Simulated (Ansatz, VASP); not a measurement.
## Two plane-wave programs on MnSi

```
CELL_PARAMETERS angstrom
4.55652 0.00000 0.00000
0.00000 4.55652 0.00000
0.00000 0.00000 4.55652
ATOMIC_POSITIONS crystal
Mn 0.13587 0.13587 0.13587
Mn 0.36413 0.86413 0.63587
Mn 0.63587 0.36413 0.86413
Mn 0.86413 0.63587 0.36413
Si 0.84519 0.84519 0.84519
Si 0.65481 0.15481 0.34519
Si 0.34519 0.65481 0.15481
Si 0.15481 0.34519 0.65481
```

Alike in both runs: functional PBE; k mesh 8 × 8 × 8; occupations gaussian, width 0.05 eV; no spin polarisation.

Ansatz relaxed the structure, and its values are those at the end. VASP's run is a single point on that final structure, the one shown.

|  | VASP | Ansatz |
| --- | --- | --- |
| version | VASP 6.6.1 | Ansatz 0.2.0 |
| potentials or method | VASP PAW PBE potentials, release 64 (Mn_pv, Si), cutoff 520 eV | scalar-relativistic, plane waves, PAW |
| valence electrons in the cell | 68 | 76 |

```tsv
	VASP	Ansatz	Ansatz less VASP
gap on the k mesh at the Fermi level (eV)	none	none	-
pressure (GPa)	-7.8	-7.8	+0.03
rms of the force components (eV/Å)	0.005	0.000	-0.0049
```

A gap of «none» marks a metal or a gap that the smearing closes. VASP's potentials hold 68 valence electrons a cell and Ansatz's 76, so a difference there can come from the potentials and not from the codes. Ansatz's warnings: stress scf threshold loose.
